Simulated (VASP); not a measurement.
Set up this calculation in VASP 6.6.1, as the native input.

```
Task                   : single point
Functional             : PBE
Potentials or basis    : VASP PAW PBE potentials, release 64 (K_sv, Cl)
Cutoff                 : 520 eV
k mesh                 : 8 × 8 × 8
Occupations            : gaussian, width 0.05 eV
Spin                   : no spin polarisation
Dipole correction      : no
Further INCAR settings : ALGO = Normal; EDIFF = 1e-06; NBANDS = 15
```

The structure of KCl lies in POSCAR:

```
KCl
1.0
    3.8391960000      0.0000000000      0.0000000000
    0.0000000000      3.8391960000      0.0000000000
    0.0000000000      0.0000000000      3.8391960000
K Cl
1 1
Direct
    0.0000000000      0.0000000000      0.0000000000
    0.5390706804      0.5000000000      0.5000000000
```

One way to write it, as run:

INCAR

```
SYSTEM = KCl
PREC = Accurate
ENCUT = 520
EDIFF = 1E-6
ISMEAR = 0
SIGMA = 0.05
LREAL = .FALSE.
LASPH = .TRUE.
NELM = 80
ALGO = Normal
ISIF = 2
LWAVE = .FALSE.
LCHARG = .TRUE.
GGA = PE
LELF = .TRUE.
LVHAR = .TRUE.
NBANDS = 15
```

KPOINTS

```
regular mesh
0
G
  8 8 8
  0 0 0
```

Potentials or basis: VASP PAW PBE potentials, release 64 (K_sv, Cl).

Launch:

```bash
$ cat potpaw_PBE.64/K_sv/POTCAR potpaw_PBE.64/Cl/POTCAR > POTCAR
$ mpirun -np 1 vasp_std > vasp.out
```

It gave:

```json
{
  "Pressure": "0.1 GPa",
  "Largest force": "0.097 eV/Å",
  "Band gap on the k mesh": "4.80 eV, indirect (least direct gap 5.01 eV)"
}
```

Run time: 22 s on 1 thread of Intel(R) Xeon(R) 6975P-C (Granite Rapids), with other jobs on the host, peak memory 0.2 GiB.
